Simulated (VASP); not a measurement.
# CO2 (Cm) in VASP: single point with PBE

Aim: the single point of CO2 with PBE.

All numbers are computed with VASP 6.6.1; they aren't measurements. Logs are shortened: lines on timing, memory, paths and dates and some standing lists are left out, and cuts for length are marked.

## Step 1: The cell of the first run

It takes space group Cm (No. 8, monoclinic). Conventional cell: a = 4.827 Å, b = 5.176 Å, c = 6.674 Å, α = 90.00°, β = 92.10°, γ = 90.00°. Within 1.4 Å of C (site symmetry m) lie 2 O at 1.03 to 1.36 Å. Within 1.4 Å of C (site symmetry m) lie 2 O at 1.05 to 1.21 Å. Within 1.4 Å of O (site symmetry m) lie 1 C at 1.03 Å. O (site symmetry m) has 1 C at 1.36 Å within 1.8 Å. Within 1.4 Å of O (site symmetry m) lie 1 C at 1.05 Å. O (site symmetry m) has 1 C at 1.21 Å within 1.6 Å.

## Step 2: Single point, PBE (strained and its atoms moved)

Input file INCAR:

```
  PREC = Accurate
  ENCUT = 520
  EDIFF = 1E-6
  ISMEAR = 0
  SIGMA = 0.02
  LREAL = F
  LASPH = T
  NELM = 60
  ALGO = Normal
  ISIF = 2
  LWAVE = F
  LCHARG = F
  GGA = PE
  NBANDS = 25
```

Input file KPOINTS:

```
regular mesh
0
Gamma
  6 6 4
```

Input file POSCAR:

```
CO2
1.0
    2.5881221594     -2.4131140561     -0.0443097379
    2.5881221594      2.4131140561      0.0443097379
    0.0000000000      0.1222579663      6.6724788251
C O
2 4
Direct
   -0.0227486617      0.0227486617     -0.0073126021
    0.5067787571      0.4932212429      0.4813333053
    0.7983755490      0.2016244510      0.9022999768
    0.2033090725      0.7966909275      0.1207724665
    0.6914044151      0.3085955849      0.4028770600
    0.3228808680      0.6771191320      0.6000297935
```

Potentials or basis: VASP PAW PBE potentials, release 64 (C, O).

On the command line:

```sh
cat potpaw_PBE.64/C/POTCAR potpaw_PBE.64/O/POTCAR > POTCAR
mpirun -np 1 vasp_std > vasp.out
```

OUTCAR:

```text
PREC = Accurate
   ENCUT = 520
   EDIFF = 1E-6
   ISMEAR = 0
   LREAL = F
   LASPH = T
   NELM = 60
   ISIF = 2
   GGA = PE

 ion  position               nearest neighbor table
   1  0.977  0.023  0.993-   3 1.03   4 1.36
   2  0.507  0.493  0.481-   5 1.05   6 1.21
   3  0.798  0.202  0.902-   1 1.03
   4  0.203  0.797  0.121-   1 1.36
   5  0.691  0.309  0.403-   2 1.05
   6  0.323  0.677  0.600-   2 1.21

  LATTYP: Found a base centered monoclinic cell.
 ALAT       =     4.8270416616
 B/A-ratio  =     1.0723429963
 C/A-ratio  =     1.3825442680
 COS(beta)  =    -0.0366724396

  Lattice vectors:

 A1 = (  -2.5881221594,  -2.4131140561,  -0.0443097379)
 A2 = (   2.5881221594,  -2.4131140561,  -0.0443097379)
 A3 = (   0.0000000000,   0.1222579663,   6.6724788251)

Analysis of symmetry for initial positions (statically):
=====================================================================
 Subroutine PRICEL returns:
 Original cell was already a primitive cell.

 Routine SETGRP: Setting up the symmetry group for a
 base centered monoclinic supercell.

 Subroutine GETGRP returns: Found  2 space group operations
 (whereof  2 operations were pure point group operations)
 out of a pool of  4 trial point group operations.

The static configuration has the point symmetry C_1h.

Analysis of symmetry for dynamics (positions and initial velocities):
=====================================================================
 Subroutine PRICEL returns:
 Original cell was already a primitive cell.

 Routine SETGRP: Setting up the symmetry group for a
 base centered monoclinic supercell.

 Subroutine GETGRP returns: Found  2 space group operations
 (whereof  2 operations were pure point group operations)
 out of a pool of  4 trial point group operations.

The dynamic configuration has the point symmetry C_1h.

 Subroutine INISYM returns: Found  2 space group operations
 (whereof  2 operations are pure point group operations),
 and found     1 'primitive' translations

----------------------------------------------------------------------------------------

                                     Primitive cell

  volume of cell :      83.3170

  direct lattice vectors                    reciprocal lattice vectors
     2.588122159 -2.413114056 -0.044309738     0.193190263 -0.207270882  0.003797766
     2.588122159  2.413114056  0.044309738     0.193190263  0.207270882 -0.003797766
     0.000000000  0.122257966  6.672478825     0.000000000 -0.002752836  0.149919780

  length of vectors
     3.538849970  3.538849970  6.673598780     0.283369227  0.283369227  0.149945052

  position of ions in fractional coordinates (direct lattice)
     0.977251338  0.022748662  0.992687398
     0.506778757  0.493221243  0.481333305
     0.798375549  0.201624451  0.902299977
     0.203309072  0.796690928  0.120772467
     0.691404415  0.308595585  0.402877060
     0.322880868  0.677119132  0.600029793

  ion indices of the primitive-cell ions
   primitive index   ion index
                 1           1
                 2           2
                 3           3
                 4           4
                 5           5
                 6           6

----------------------------------------------------------------------------------------

 KPOINTS: regular mesh

Automatic generation of k-mesh.
 Grid dimensions read from file:
 generate k-points for:    6    6    4

 Generating k-lattice:

  Cartesian coordinates                     Fractional coordinates (reciprocal lattice)
     0.032198377 -0.034545147  0.000632961     0.166666667  0.000000000  0.000000000
     0.032198377  0.034545147 -0.000632961     0.000000000  0.166666667  0.000000000
     0.000000000 -0.000688209  0.037479945     0.000000000  0.000000000  0.250000000

  Length of vectors
     0.047228205  0.047228205  0.037486263

  Shift w.r.t. Gamma in fractional coordinates (k-lattice)
     0.000000000  0.000000000  0.000000000

 Subroutine IBZKPT returns following result:
 ===========================================

 Found     47 irreducible k-points:

 Following reciprocal coordinates:
            Coordinates               Weight
  0.000000  0.000000  0.000000      1.000000
  0.166667  0.000000  0.000000      4.000000
  0.333333  0.000000  0.000000      4.000000
  0.500000  0.000000 -0.000000      2.000000
  0.166667  0.166667  0.000000      2.000000
  0.333333  0.166667  0.000000      4.000000
[... 16 lines left out ...]
 -0.333333  0.166667  0.250000      4.000000
 -0.166667  0.166667  0.250000      2.000000
 [... further k-points ...]
   k-points           NKPTS =     47   k-points in BZ     NKDIM =     47   number of bands    NBANDS=     25
   number of dos      NEDOS =    301   number of ions     NIONS =      6
   total plane-waves  NPLWV =  39200
   dimension x,y,z NGX =    28 NGY =   28 NGZ =   50
   dimension x,y,z NGXF=    56 NGYF=   56 NGZF=  100
   ions per type =               2   4
   NGX,Y,Z   is equivalent  to a cutoff of  13.15, 13.15, 12.46 a.u.
   NGXF,Y,Z  is equivalent  to a cutoff of  26.31, 26.31, 24.91 a.u.
 SYSTEM =  unknown system
   PREC   = accura    normal or accurate (medium, high low for compatibility)
   ISTART =      0    job   : 0-new  1-cont  2-samecut
   ICHARG =      2    charge: 1-file 2-atom 10-const
   ISPIN  =      1    spin polarized calculation?
   LNONCOLLINEAR =      F non collinear calculations
   LSORBIT =      F    spin-orbit coupling
   LASPH  =      T    aspherical Exc in radial PAW
   ENCUT  =  520.0 eV  38.22 Ry    6.18 a.u.   6.58  6.58 12.41*2*pi/ulx,y,z
   NELM   =     60;   NELMIN=  2; NELMDL= -5     # of ELM steps
   EDIFF  = 0.1E-05   stopping-criterion for ELM
   LREAL  =      F    real-space projection
   EDIFFG = 0.1E-04   stopping-criterion for IOM
   NSW    =      0    number of steps for IOM
   IBRION =     -1    ionic relax: 0-MD 1-quasi-New 2-CG
   NFREE  =      0    steps in history (QN), initial steepest desc. (CG)
   ISIF   =      2    stress and relaxation
   ISYM   =      2    0-nonsym 1-usesym 2-fastsym
   POTIM  = 0.5000    time-step for ionic-motion
   TEBEG  =    0.0;   TEEND  =   0.0 temperature during run
   PSTRESS=    0.0 pullay stress
   NELECT =      32.0000    total number of electrons
   NUPDOWN=      -1.0000    fix difference up-down
   EMIN   =  10.00;   EMAX   =-10.00  energy-range for DOS
   EFERMI =   0.00;   METHOD = LEGACY
   ISMEAR =     0;   SIGMA  =   0.02  broadening in eV -4-tet -1-fermi 0-gaus
   EFERMI_NEDOS =   21; number of points for ismear=-14 and -15
   IALGO  =     38    algorithm
   IMIX   =      4    mixing-type and parameters
     AMIX     =   0.40;   BMIX     =  1.00
     AMIX_MAG =   1.60;   BMIX_MAG =  1.00
  volume/ion in A,a.u.               =      13.89        93.71
  Fermi-wavevector in a.u.,A,eV,Ry     =   1.190000  2.248774 19.267207  1.416100
  Thomas-Fermi vector in A             =   2.326095
   LORBIT       =      0    0 simple, 1 ext, 2 COOP (PROOUT), +10 PAW based schemes
   GGA     = PE    functional components
   LHFCALC =     F    Hartree Fock is set to
   AEXX    =    0.0000 exact exchange contribution
   IVDW    =     0    specifies the selected vdW correction
   LEPSILON=     F    determine dielectric tensor
   LRPA    =     F    only Hartree local field effects (RPA)
 non-spin polarized calculation
 Gauss-broadening in eV      SIGMA  =   0.02
  energy-cutoff  :      520.00
  volume of cell :       83.32
 maximum number of plane-waves:      2262
 NGX is ok and might be reduce to    28
   NGX = 13   NGY = 13   NGZ = 25

 number of electron      31.9999994 magnetization

 Free energy of the ion-electron system (eV)
  ---------------------------------------------------
  ext. energy  EPLUGINS =         0.00000000
  ---------------------------------------------------
  free energy    TOTEN  =       -42.65002804 eV

  energy without entropy =      -42.65002804  energy(sigma->0) =      -42.65002804

 E-fermi :  -2.6333     XC(G=0):  -8.1387

 val. band max:       -2.7355500124   @ k =  -0.3333   0.1667   0.0000
 cond. band min:       3.0226493275   @ k =   0.0000   0.0000   0.0000
 fundamental gap:      5.7581993399
 Fermi energy:        -2.6332911879

 k-point     1 :       0.0000    0.0000    0.0000
  band No.  band energies     occupation
      1     -26.3309      2.00000
      2     -25.4452      2.00000
      3     -22.0421      2.00000
      4     -20.2799      2.00000
      5      -8.8894      2.00000
      6      -8.4550      2.00000
[... 17 lines left out ...]
     24      11.3454      0.00000
     25      12.9306      0.00000

 k-point     2 :       0.1667    0.0000    0.0000
  band No.  band energies     occupation
      1     -26.3219      2.00000
      2     -25.4324      2.00000
      3     -22.0406      2.00000
      4     -20.2700      2.00000
      5      -8.9564      2.00000
      6      -8.4525      2.00000
[... 17 lines left out ...]
     24      11.2246      0.00000
     25      12.1594      0.00000

 k-point     3 :       0.3333    0.0000    0.0000
  band No.  band energies     occupation
      1     -26.3034      2.00000
      2     -25.4067      2.00000
      3     -22.0376      2.00000
      4     -20.2501      2.00000
      5      -9.0496      2.00000
      6      -8.5910      2.00000
[... 552 lines left out ...]
 k-point    23 :      -0.3333    0.1667    0.2500
  band No.  band energies     occupation
      1     -26.2946      2.00000
      2     -25.3951      2.00000
      3     -22.0339      2.00000
      4     -20.2389      2.00000
      5      -9.0168      2.00000
      6      -8.5782      2.00000
[... 17 lines left out ...]
     24      10.5400      0.00000
     25      11.0881      0.00000

 k-point    24 :      -0.1667    0.1667    0.2500
  band No.  band energies     occupation
      1     -26.3125      2.00000
      2     -25.4199      2.00000
      3     -22.0388      2.00000
      4     -20.2602      2.00000
      5      -8.9461      2.00000
      6      -8.5103      2.00000
[... 17 lines left out ...]
     24      11.1490      0.00000
     25      11.7736      0.00000

 [... further k-points ...]

------------------------ aborting loop because EDIFF is reached ----------------------------------------

  FORCE on cell =-STRESS in cart. coord.  units (eV):
  Direction    XX          YY          ZZ          XY          YZ          ZX
  --------------------------------------------------------------------------------------
  -------------------------------------------------------------------------------------
  Total        1.0820904     20.9082145      7.2634048      0.0000000      2.9436761      0.0000000
  in kB       20.8084849    402.0627591    139.6745077      0.0000000     56.6065817      0.0000000
  external PRESSURE =     187.5152506 kB  Pullay stress =       0.0000000 kB

 VOLUME and BASIS-vectors are now :
 -----------------------------------------------------------------------------
  energy-cutoff  :      520.00
  volume of cell :       83.32
      direct lattice vectors                 reciprocal lattice vectors
     2.588122159 -2.413114056 -0.044309738     0.193190263 -0.207270882  0.003797766
     2.588122159  2.413114056  0.044309738     0.193190263  0.207270882 -0.003797766
     0.000000000  0.122257966  6.672478825     0.000000000 -0.002752836  0.149919780

 POSITION                                       TOTAL-FORCE (eV/Angst)
 -----------------------------------------------------------------------------------
      2.58812     -2.18196      6.58139         0.000000    -23.150374     17.101844
      2.58812      0.02613      3.21109         0.000000     16.183101     11.924253
      2.58812     -1.32972      5.99414         0.000000     16.593788    -11.815621
      2.58812      1.44666      0.83214         0.000000      6.451680     -5.353153
      2.58812     -0.87451      2.67123         0.000000    -15.203757    -10.145319
      2.58812      0.92818      4.01938         0.000000     -0.874438     -1.712004
 -----------------------------------------------------------------------------------
    total drift:                                0.000000     -0.000746      0.001490

  FREE ENERGIE OF THE ION-ELECTRON SYSTEM (eV)
  ---------------------------------------------------
  free  energy   TOTEN  =       -42.6500280447 eV

  energy  without entropy=      -42.6500280447  energy(sigma->0) =      -42.65002804
```

Wall time 87 s (1 thread of Intel Xeon Platinum 8259CL at 2.50GHz (Skylake/Cascade Lake), shared host); peak memory 0.22 GiB.

What came out:

| Quantity | Value |
| --- | --- |
| Free energy | -42.6500 eV |
| Pressure | 18.8 GPa |
| Largest force | 28.782 eV/Å |
| Band gap on the k mesh | 5.76 eV (least direct gap 5.96 eV) |

Forces in eV/Å, atoms in the order of the input:
```
C     0.000 -23.150  17.102
C     0.000  16.183  11.924
O     0.000  16.594 -11.816
O     0.000   6.452  -5.353
O     0.000 -15.204 -10.145
O     0.000  -0.874  -1.712
```

Stress tensor (GPa, compression positive):
```
 2.08  0.00  0.00
 0.00 40.21  5.66
 0.00  5.66 13.97
```

Levels at points of the mesh, in eV from the valence-band top:
```csv
k point,band 14,band 15,band 16,band 17,band 18,band 19
"(0.00, 0.00, 0.00)",-0.77,-0.27,-0.20,5.76,6.75,7.52
"(0.50, 0.00, 0.00)",-0.47,-0.25,0.00,6.79,7.43,8.07
"(0.50, 0.50, 0.00)",-0.55,-0.18,-0.04,7.31,8.38,8.57
"(0.00, 0.00, 0.50)",-0.72,-0.32,-0.23,6.48,6.83,7.13
"(0.50, 0.00, 0.50)",-0.46,-0.21,-0.06,6.95,7.50,8.06
"(0.50, 0.50, 0.50)",-0.40,-0.33,-0.17,7.61,8.27,8.37
```

Caveat: the cell differs from its parent crystal (strained and its atoms moved); the stress differs along the axes, from 2 to 40 GPa; this functional lacks dispersion, which holds the molecules together, so the pressure and a relaxed volume are unreliable; forces of over 1 eV/Å act on the atoms, so gaps and moduli don't describe the material at rest. A k mesh can miss the band edges.
